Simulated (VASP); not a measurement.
## Cs2Ru: single point with PBE

Cs2Ru:

```
CELL_PARAMETERS angstrom
0.00000 4.92526 4.92526
4.92526 0.00000 4.92526
4.92526 4.92526 0.00000
ATOMIC_POSITIONS crystal
Cs 0.62500 0.62500 0.62500
Cs 0.12500 0.62500 0.62500
Cs 0.62500 0.62500 0.12500
Cs 0.62500 0.12500 0.62500
Ru 0.00000 0.00000 0.00000
Ru 0.25000 0.25000 0.25000
```

- Program: VASP 6.6.1
- Task: single point
- Functional: PBE
- Potentials or basis: VASP PAW PBE potentials, release 64 (Cs_sv, Ru_pv)
- Cutoff: 520 eV
- k mesh: 8 × 8 × 8
- Occupations: gaussian, width 0.1 eV
- Spin: no spin polarisation
- Dipole correction: no
- Further INCAR settings: ALGO = Fast; EDIFF = 1e-07; NBANDS = 41

- Pressure: 0.2 GPa
- Band gap on the k mesh: zero (bands 32 and 33 overlap by 0.15 eV)

Levels at points of the mesh, in eV from the Fermi level:
```tsv
k point	band 28	band 29	band 30	band 31	band 32	band 33	band 34	band 35	band 36	band 37
(0.00, 0.00, 0.00)	-0.26	-0.26	-0.03	-0.03	-0.03	-0.03	-0.03	0.20	0.20	0.20
(0.50, 0.00, 0.00)	-0.35	-0.35	-0.17	-0.17	-0.04	-0.04	0.17	0.40	1.21	1.75
(0.50, 0.50, 0.00)	-0.47	-0.18	-0.18	-0.14	-0.14	0.10	0.10	1.50	1.50	1.77
```

It took 5.2 min on 1 thread of Intel(R) Xeon(R) 6975P-C (Granite Rapids), on a shared host, peak memory 0.52 GiB.

Caveat: spin-orbit coupling is left out, which moves the levels of the heavy elements.
